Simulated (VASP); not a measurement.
Wanted: the native input for a VASP 6.6.1 run.

| Property | Result |
| --- | --- |
| Task | single point |
| Functional | PBE |
| Potentials or basis | VASP PAW PBE potentials, release 64 (Si, Sb, Te) |
| Cutoff | 520 eV |
| k mesh | 6 × 6 × 4 |
| Occupations | gaussian, width 0.1 eV |
| Spin | no spin polarisation |
| Dipole correction | no |
| Further INCAR settings | ALGO = Normal; EDIFF = 1e-06; NBANDS = 22 |

The structure of SiSbTe3 lies in POSCAR:

```
SiSbTe3
1.0
    5.3200603014     -0.0000000030      0.0000000000
   -2.6600301481      4.6073073722      0.0000000000
    0.0000000000      0.0000000000      6.2319209543
Si Sb Te
1 1 3
Direct
    0.0000000000      0.0000000000      0.5000000000
    0.3333333333      0.6666666667      0.0000000000
    0.6666666667      0.3333333333      0.2703155841
    0.6666666667      0.3333333333      0.7296844159
    0.0000000000      0.0000000000      0.0000000000
```

The input as run:

INCAR

```
PREC     = Accurate       # precision mode
ENCUT    = 520            # plane-wave cutoff, eV
EDIFF    = 1E-6           # SCF threshold, eV
ISMEAR   = 0              # smearing method
SIGMA    = 0.1            # smearing width, eV
LREAL    = False          # projectors in reciprocal space
LASPH    = True           # aspherical terms in the spheres
NELM     = 60             # most SCF steps
ALGO     = Normal         # electronic algorithm
ISIF     = 2              # what is computed and relaxed
LWAVE    = False          # write WAVECAR
LCHARG   = False          # write CHGCAR
GGA      = PE             # functional
NBANDS   = 22             # bands
```

KPOINTS

```
Automatic mesh
0
Gamma
  6 6 4
```

Potentials or basis: VASP PAW PBE potentials, release 64 (Si, Sb, Te).

The run is started by

```sh
$ cat potpaw_PBE.64/Si/POTCAR potpaw_PBE.64/Sb/POTCAR potpaw_PBE.64/Te/POTCAR > POTCAR
$ mpirun -np 1 vasp_std > vasp.out
```

It gave:

The pressure is 0.0 GPa and the largest force is 0.010 eV/Å.

Wall time 56 s on 1 thread of Intel(R) Xeon(R) Platinum 8259CL CPU @ 2.50GHz (Skylake/Cascade Lake), with other jobs on the host, peak memory 0.29 GiB.
